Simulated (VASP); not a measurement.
Wanted: the native input for a VASP 6.6.1 run.

| Item | Value |
| --- | --- |
| Task | single point |
| Functional | LDA |
| Potentials or basis | VASP PAW LDA potentials, release 64 (Sr_sv, O) |
| Cutoff | 600 eV |
| k mesh | 5 × 5 × 5 |
| Occupations | gaussian, width 0.01 eV |
| Spin | no spin polarisation |
| Dipole correction | no |
| Further INCAR settings | ALGO = Normal; EDIFF = 1e-06; NBANDS = 15 |

The structure of SrO lies in POSCAR:

```
SrO
1.0
    0.0000000000      2.5663000000      2.5663000000
    2.5663000000      0.0000000000      2.5663000000
    2.5663000000      2.5663000000      0.0000000000
Sr O
1 1
Direct
    0.5000000000      0.5000000000      0.5000000000
    0.0000000000      0.0000000000      0.0000000000
```

The input as run:

INCAR

```
ALGO = Normal
EDIFF = 1E-6
ENCUT = 600
GGA = CA
GGA_COMPAT = False
ISIF = 2
ISMEAR = 0
LASPH = True
LCHARG = True
LELF = True
LREAL = False
LVHAR = True
LWAVE = False
NBANDS = 15
NELM = 120
PREC = Accurate
SIGMA = 0.01
```

KPOINTS

```
k-points
0
Gamma
  5 5 5
```

Potentials or basis: VASP PAW LDA potentials, release 64 (Sr_sv, O).

The run is started by

```sh
$ cat potpaw_LDA.64/Sr_sv/POTCAR potpaw_LDA.64/O/POTCAR > POTCAR
$ mpirun -np 1 vasp_std > vasp.out
```

It gave:

- Pressure: -3.2 GPa
- Band gap on the k mesh: 3.28 eV (least direct gap 3.39 eV)

Caveat: the k points lie up to 0.42 Å⁻¹ apart; an odd mesh through Γ misses points on the zone boundary, where band edges can lie.

Run time: 9.3 s on 1 thread of Intel Xeon 8259CL, with other jobs on the host, peak memory 0.15 GiB.
